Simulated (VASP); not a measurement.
Write the native input for VASP 6.6.1 that does the following.

```yaml
Task: single point
Functional: LDA
Potentials_or_basis: VASP PAW LDA potentials, release 64 (K_sv)
Cutoff: 520 eV
k_mesh: 2 × 2 × 2
Occupations: fermi-dirac, width 0.1 eV
Spin: no spin polarisation
Dipole_correction: no
Further_INCAR_settings: ALGO = Normal; EDIFF = 1e-07; NBANDS = 10
```

The structure of K lies in POSCAR:

```
K
1.0
   -2.5241928768      2.5241928768      2.5241928768
    2.5241928768     -2.5241928768      2.5241928768
    2.5241928768      2.5241928768     -2.5241928768
K
1
Direct
    0.0000000000      0.0000000000      0.0000000000
```

The input as run:

INCAR

```
PREC = Accurate
ENCUT = 520
EDIFF = 1E-7
ISMEAR = -1
SIGMA = 0.1
LREAL = F
LASPH = T
NELM = 60
ALGO = Normal
ISIF = 2
LWAVE = F
LCHARG = F
GGA = CA
NBANDS = 10
```

KPOINTS

```
Automatic mesh
0
Gamma
  2 2 2
```

Potentials or basis: VASP PAW LDA potentials, release 64 (K_sv).

Run with:

```bash
$ cat potpaw_LDA.64/K_sv/POTCAR > POTCAR
$ mpirun -np 1 vasp_std > vasp.out
```

Results of the run:

```json
{"Pressure": "-0.1 GPa"}
```

Caveat: the k points lie up to 0.88 Å⁻¹ apart.

Wall time 9.4 s on 1 thread of AMD EPYC 7R13, on a shared host, peak memory 0.13 GiB.
